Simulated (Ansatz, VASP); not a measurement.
**Zr in VASP and in Ansatz**

Contents of POSCAR:

```
Zr
1.0
    3.2445832200      0.0000000000      0.0000000000
   -1.6222916100      2.8098914932      0.0000000000
    0.0000000000      0.0000000000      5.1573641137
Zr
2
Direct
    0.3333333333      0.6666666667      0.2500000000
    0.6666666667      0.3333333333      0.7500000000
```

The input INCAR.step1:

```
SYSTEM = Zr
ALGO = Normal
EDIFF = 1E-4
ENCUT = 520
GGA = PE
ISMEAR = -1
LASPH = .TRUE.
LCHARG = .FALSE.
LREAL = .FALSE.
LWAVE = .TRUE.
NBANDS = 19
NELM = 100
PREC = Accurate
SIGMA = 0.3
```

The input INCAR.step2:

```
SYSTEM = Zr
ALGO = Normal
EDIFF = 1E-7
ENCUT = 520
ISIF = 2
ISMEAR = -1
ISTART = 1
LASPH = .TRUE.
LCHARG = .TRUE.
LELF = .TRUE.
LMIXTAU = .TRUE.
LREAL = .FALSE.
LVHAR = .TRUE.
LWAVE = .FALSE.
METAGGA = R2SCAN
NBANDS = 19
NELM = 100
PREC = Accurate
SIGMA = 0.3
```

The input KPOINTS:

```
k-points
0
G
  11 11 6
  0 0 0
```

Input for Ansatz:

```yaml
crystal:
  lattice:
    - [3.24458322, 0.0, 0.0]
    - [-1.62229161, 2.8098914932, 0.0]
    - [0.0, 0.0, 5.1573641137]
  atoms:
    - { symbol: Zr, position: [0.3333333333, 0.6666666667, 0.25] }
    - { symbol: Zr, position: [0.6666666667, 0.3333333333, 0.75] }
hamiltonian:
  xc: r2scan
  pseudopotentials:
    kind: paw
    azcp:
      Zr: "pseudopotentials/Zr.paw.azcp"
basis:
  ecutwfc: 500
  fft_grid_basis: typed
kpoints:
  mp_grid: { grid: [11, 11, 6], shift: [0, 0, 0] }
magnetization:
  spin_polarized: false
scf:
  occupations: { method: fermi_dirac, width: 0.3 }
  lower_state_search: "off"
output:
  stress: true
```

Alike in both runs: task single point; functional r2SCAN; k mesh 11 × 11 × 6; occupations fermi-dirac, width 0.3 eV; no spin polarisation.

|  | VASP | Ansatz |
| --- | --- | --- |
| version | VASP 6.6.1 | Ansatz 0.2.0 |
| potentials or method | VASP PAW PBE potentials, release 64 (Zr_sv), cutoff 520 eV | plane waves (500 eV) with PAW, scalar-relativistic |
| valence electrons in the cell | 24 | 24 |

VASP gave:

* pressure (GPa): 1.0
* traceless stress, the component that is largest in VASP (GPa): 0.82

Question: Estimate Ansatz's values.

Answer: Pressure (GPa): 1.0; traceless stress, the component that is largest in VASP (GPa): 0.83.

VASP's potentials were made for PBE, not for r2SCAN. The functional is the same, so the differences come from potentials, cutoffs and numerics.
